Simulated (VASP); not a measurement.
# AlNi in VASP: notebook, part 2 of 3

VASP 6.6.1. Earlier steps stand in the parts before.

## Step 3: Single point, PBEsol

This run uses another cell than the first one, of 10.86 Å³/atom, 0.861 times its volume.

Input file INCAR:

```
SYSTEM = AlNi
PREC = Accurate
ENCUT = 520
EDIFF = 1E-6
ISMEAR = 0
SIGMA = 0.15
LREAL = .FALSE.
LASPH = .TRUE.
NELM = 100
ALGO = Normal
ISIF = 2
LWAVE = .FALSE.
LCHARG = .FALSE.
GGA = PS
NBANDS = 14
```

Input file KPOINTS:

```
Automatic mesh
0
G
  16 16 16
  0 0 0
```

Input file POSCAR:

```
AlNi
1.0
    2.7902777901      0.0000000000      0.0000000000
    0.0000000000      2.7902777901      0.0000000000
    0.0000000000      0.0000000000      2.7902777901
Al Ni
1 1
Direct
    0.0000000000      0.0000000000      0.0000000000
    0.5000000000      0.5000000000      0.5000000000
```

Potentials or basis: VASP PAW PBE potentials, release 64 (Al, Ni).

Command:

```
$ cat potpaw_PBE.64/Al/POTCAR potpaw_PBE.64/Ni/POTCAR > POTCAR
$ mpirun -np 1 vasp_std > vasp.out
```

OUTCAR:

```text
SYSTEM = AlNi
   PREC = Accurate
   ENCUT = 520
   EDIFF = 1E-6
   ISMEAR = 0
   LREAL = .FALSE.
   LASPH = .TRUE.
   NELM = 100
   ISIF = 2
   GGA = PS

 ion  position               nearest neighbor table
   1  0.000  0.000  0.000-   2 2.42   2 2.42   2 2.42   2 2.42   2 2.42   2 2.42   2 2.42   2 2.42

   2  0.500  0.500  0.500-   1 2.42   1 2.42   1 2.42   1 2.42   1 2.42   1 2.42   1 2.42   1 2.42

  LATTYP: Found a simple cubic cell.
 ALAT       =     2.7902777901

  Lattice vectors:

 A1 = (   2.7902777901,   0.0000000000,   0.0000000000)
 A2 = (   0.0000000000,   2.7902777901,   0.0000000000)
 A3 = (   0.0000000000,   0.0000000000,   2.7902777901)

Analysis of symmetry for initial positions (statically):
=====================================================================
 Subroutine PRICEL returns:
 Original cell was already a primitive cell.

 Routine SETGRP: Setting up the symmetry group for a
 simple cubic supercell.

 Subroutine GETGRP returns: Found 48 space group operations
 (whereof 48 operations were pure point group operations)
 out of a pool of 48 trial point group operations.

The static configuration has the point symmetry O_h .

Analysis of symmetry for dynamics (positions and initial velocities):
=====================================================================
 Subroutine PRICEL returns:
 Original cell was already a primitive cell.

 Routine SETGRP: Setting up the symmetry group for a
 simple cubic supercell.

 Subroutine GETGRP returns: Found 48 space group operations
 (whereof 48 operations were pure point group operations)
 out of a pool of 48 trial point group operations.

The dynamic configuration has the point symmetry O_h .

 Subroutine INISYM returns: Found 48 space group operations
 (whereof 48 operations are pure point group operations),
 and found     1 'primitive' translations

----------------------------------------------------------------------------------------

                                     Primitive cell

  volume of cell :      21.7241

  direct lattice vectors                    reciprocal lattice vectors
     2.790277790  0.000000000  0.000000000     0.358387256  0.000000000  0.000000000
     0.000000000  2.790277790  0.000000000     0.000000000  0.358387256  0.000000000
     0.000000000  0.000000000  2.790277790     0.000000000  0.000000000  0.358387256

  length of vectors
     2.790277790  2.790277790  2.790277790     0.358387256  0.358387256  0.358387256

  position of ions in fractional coordinates (direct lattice)
     0.000000000  0.000000000  0.000000000
     0.500000000  0.500000000  0.500000000

  ion indices of the primitive-cell ions
   primitive index   ion index
                 1           1
                 2           2

----------------------------------------------------------------------------------------

 KPOINTS: Automatic mesh

Automatic generation of k-mesh.
 Grid dimensions read from file:
 generate k-points for:   16   16   16

 Generating k-lattice:

  Cartesian coordinates                     Fractional coordinates (reciprocal lattice)
     0.022399203  0.000000000  0.000000000     0.062500000  0.000000000  0.000000000
     0.000000000  0.022399203  0.000000000     0.000000000  0.062500000  0.000000000
     0.000000000  0.000000000  0.022399203     0.000000000  0.000000000  0.062500000

  Length of vectors
     0.022399203  0.022399203  0.022399203

  Shift w.r.t. Gamma in fractional coordinates (k-lattice)
     0.000000000  0.000000000  0.000000000

 Subroutine IBZKPT returns following result:
 ===========================================

 Found    165 irreducible k-points:

 Following reciprocal coordinates:
            Coordinates               Weight
  0.000000  0.000000  0.000000      1.000000
  0.062500  0.000000  0.000000      6.000000
  0.125000  0.000000  0.000000      6.000000
  0.187500  0.000000  0.000000      6.000000
  0.250000  0.000000  0.000000      6.000000
  0.312500  0.000000  0.000000      6.000000
[... 16 lines left out ...]
  0.437500  0.125000  0.000000     24.000000
  0.500000  0.125000  0.000000     12.000000
 [... further k-points ...]
   k-points           NKPTS =    165   k-points in BZ     NKDIM =    165   number of bands    NBANDS=     14
   number of dos      NEDOS =    301   number of ions     NIONS =      2
   total plane-waves  NPLWV =  13824
   dimension x,y,z NGX =    24 NGY =   24 NGZ =   24
   dimension x,y,z NGXF=    48 NGYF=   48 NGZF=   48
   ions per type =               1   1
   NGX,Y,Z   is equivalent  to a cutoff of  14.30, 14.30, 14.30 a.u.
   NGXF,Y,Z  is equivalent  to a cutoff of  28.60, 28.60, 28.60 a.u.
 SYSTEM =  AlNi
   PREC   = accura    normal or accurate (medium, high low for compatibility)
   ISTART =      0    job   : 0-new  1-cont  2-samecut
   ICHARG =      2    charge: 1-file 2-atom 10-const
   ISPIN  =      1    spin polarized calculation?
   LNONCOLLINEAR =      F non collinear calculations
   LSORBIT =      F    spin-orbit coupling
   LASPH  =      T    aspherical Exc in radial PAW
   ENCUT  =  520.0 eV  38.22 Ry    6.18 a.u.   5.19  5.19  5.19*2*pi/ulx,y,z
   NELM   =    100;   NELMIN=  2; NELMDL= -5     # of ELM steps
   EDIFF  = 0.1E-05   stopping-criterion for ELM
   LREAL  =      F    real-space projection
   EDIFFG = 0.1E-04   stopping-criterion for IOM
   NSW    =      0    number of steps for IOM
   IBRION =     -1    ionic relax: 0-MD 1-quasi-New 2-CG
   NFREE  =      0    steps in history (QN), initial steepest desc. (CG)
   ISIF   =      2    stress and relaxation
   ISYM   =      2    0-nonsym 1-usesym 2-fastsym
   POTIM  = 0.5000    time-step for ionic-motion
   TEBEG  =    0.0;   TEEND  =   0.0 temperature during run
   PSTRESS=    0.0 pullay stress
   NELECT =      13.0000    total number of electrons
   NUPDOWN=      -1.0000    fix difference up-down
   EMIN   =  10.00;   EMAX   =-10.00  energy-range for DOS
   EFERMI =   0.00;   METHOD = LEGACY
   ISMEAR =     0;   SIGMA  =   0.15  broadening in eV -4-tet -1-fermi 0-gaus
   EFERMI_NEDOS =   21; number of points for ismear=-14 and -15
   IALGO  =     38    algorithm
   IMIX   =      4    mixing-type and parameters
     AMIX     =   0.40;   BMIX     =  1.00
     AMIX_MAG =   1.60;   BMIX_MAG =  1.00
  volume/ion in A,a.u.               =      10.86        73.30
  Fermi-wavevector in a.u.,A,eV,Ry     =   1.379564  2.606998 25.894563  1.903197
  Thomas-Fermi vector in A             =   2.504522
   LORBIT       =      0    0 simple, 1 ext, 2 COOP (PROOUT), +10 PAW based schemes
   GGA     = PS    functional components
   LHFCALC =     F    Hartree Fock is set to
   AEXX    =    0.0000 exact exchange contribution
   IVDW    =     0    specifies the selected vdW correction
   LEPSILON=     F    determine dielectric tensor
   LRPA    =     F    only Hartree local field effects (RPA)
 non-spin polarized calculation
 Gauss-broadening in eV      SIGMA  =   0.15
  energy-cutoff  :      520.00
  volume of cell :       21.72
 maximum number of plane-waves:       624
 NGX is ok and might be reduce to    24
   NGX = 11   NGY = 11   NGZ = 11

 number of electron      12.9999988 magnetization

 Free energy of the ion-electron system (eV)
  ---------------------------------------------------
  ext. energy  EPLUGINS =         0.00000000
  ---------------------------------------------------
  free energy    TOTEN  =       -11.51130463 eV

  energy without entropy =      -11.50338754  energy(sigma->0) =      -11.50734608

 E-fermi :  11.2176     XC(G=0): -12.6405

 val. band max:       11.2096698523   @ k =   0.5000   0.3750   0.3750
 cond. band min:      11.2283471158   @ k =   0.3750   0.3125   0.1250
 fundamental gap:      0.0186772635
 Fermi energy:        11.2175875302

 k-point     1 :       0.0000    0.0000    0.0000
  band No.  band energies     occupation
      1      -0.6344      2.00000
      2       7.4899      2.00000
      3       7.4899      2.00000
      4       9.4682      2.00000
      5       9.4682      2.00000
      6       9.4682      2.00000
      7      17.1387      0.00000
      8      17.1387      0.00000
      9      17.1387      0.00000
     10      19.6821      0.00000
     11      19.6821      0.00000
     12      26.7464      0.00000
     13      33.2612      0.00000
     14      33.2612      0.00000
[... 375 lines left out ...]
 k-point    24 :       0.5000    0.1250    0.0000
  band No.  band energies     occupation
      1       4.0978      2.00000
      2       4.1782      2.00000
      3       8.1112      2.00000
      4       8.5943      2.00000
      5       8.6943      2.00000
      6       9.4543      2.00000
      7      10.5098      2.00000
      8      18.5009      0.00000
      9      19.5453      0.00000
     10      22.1702      0.00000
     11      23.2266      0.00000
     12      23.2431      0.00000
     13      27.6251      0.00000
     14      28.4092      0.00000

 [... further k-points ...]
[... 5 lines left out ...]
  --------------------------------------------------------------------------------------
  -------------------------------------------------------------------------------------
  Total        2.1341603      2.1341603      2.1341603      0.0000000      0.0000000     -0.0000000
  in kB      157.3965821    157.3965821    157.3965821      0.0000000      0.0000000     -0.0000000
  external PRESSURE =     157.3965821 kB  Pullay stress =       0.0000000 kB

 VOLUME and BASIS-vectors are now :
 -----------------------------------------------------------------------------
  energy-cutoff  :      520.00
  volume of cell :       21.72
      direct lattice vectors                 reciprocal lattice vectors
     2.790277790  0.000000000  0.000000000     0.358387256  0.000000000  0.000000000
     0.000000000  2.790277790  0.000000000     0.000000000  0.358387256  0.000000000
     0.000000000  0.000000000  2.790277790     0.000000000  0.000000000  0.358387256

 POSITION                                       TOTAL-FORCE (eV/Angst)
 -----------------------------------------------------------------------------------
      0.00000      0.00000      0.00000         0.000000      0.000000      0.000000
      1.39514      1.39514      1.39514         0.000000      0.000000      0.000000
 -----------------------------------------------------------------------------------
    total drift:                                0.000000      0.000000     -0.000000

  FREE ENERGIE OF THE ION-ELECTRON SYSTEM (eV)
  ---------------------------------------------------
  free  energy   TOTEN  =       -11.5113046314 eV

  energy  without entropy=      -11.5033875354  energy(sigma->0) =      -11.50734608
```

Run time: 23 s. Hardware: 1 thread of Intel Xeon Platinum 8488C (Sapphire Rapids), shared host; peak memory 0.18 GiB.

What came out:

```yaml
Free_energy: -11.5113 eV
Pressure: 15.7 GPa
```

Caveat: the PAW data sets were made with another functional, which shifts forces and pressure a little.

## Step 4: Single point, PBEsol

This run uses another cell than the first one, of 11.14 Å³/atom, 0.883 times its volume.

Input file INCAR:

```
SYSTEM = AlNi
PREC = Accurate
ENCUT = 520
EDIFF = 1E-6
ISMEAR = 0
SIGMA = 0.15
LREAL = .False.
LASPH = .True.
NELM = 80
ALGO = Normal
ISIF = 2
LWAVE = .False.
LCHARG = .True.
GGA = PS
LELF = .True.
LVHAR = .True.
NBANDS = 14
```

Input file KPOINTS:

```
regular mesh
0
Gamma
  16 16 16
  0 0 0
```

Input file POSCAR:

```
AlNi
1.0
    2.8140309241      0.0000000000      0.0000000000
    0.0000000000      2.8140309241      0.0000000000
    0.0000000000      0.0000000000      2.8140309241
Al Ni
1 1
Direct
    0.0000000000      0.0000000000      0.0000000000
    0.5000000000      0.5000000000      0.5000000000
```

Command:

```
$ cat potpaw_PBE.64/Al/POTCAR potpaw_PBE.64/Ni/POTCAR > POTCAR
$ mpirun -np 1 vasp_std > vasp.out
```

Wall time 24 s (1 thread of Intel Xeon Platinum 8488C (Sapphire Rapids), shared host); peak memory 0.18 GiB.

It converged, with:

```yaml
Free_energy: -11.5560 eV
Pressure: 10.0 GPa
```

Levels at points of the mesh, in eV from the Fermi level:
| k point | band 3 | band 4 | band 5 | band 6 | band 7 | band 8 | band 9 | band 10 | band 11 | band 12 |
| --- | --- | --- | --- | --- | --- | --- | --- | --- | --- | --- |
| (0.00, 0.00, 0.00) | -3.59 | -1.69 | -1.69 | -1.69 | 5.80 | 5.80 | 5.80 | 8.38 | 8.38 | 15.03 |
| (0.50, 0.00, 0.00) | -3.06 | -2.47 | -2.47 | -1.59 | -0.69 | 8.37 | 10.34 | 10.34 | 11.62 | 11.62 |
| (0.50, 0.50, 0.00) | -3.08 | -3.08 | -2.29 | -2.29 | -1.11 | 1.59 | 2.85 | 13.09 | 15.70 | 15.70 |
| (0.50, 0.50, 0.50) | -4.46 | -1.07 | -1.07 | 1.92 | 1.92 | 1.92 | 4.37 | 4.79 | 4.79 | 4.79 |

Caveat: the PAW data sets were made with another functional, which shifts forces and pressure a little. Spin polarisation is off, so any magnetic state and its effect on volume and gap are missing.

(Continued in part 3 of 3.)
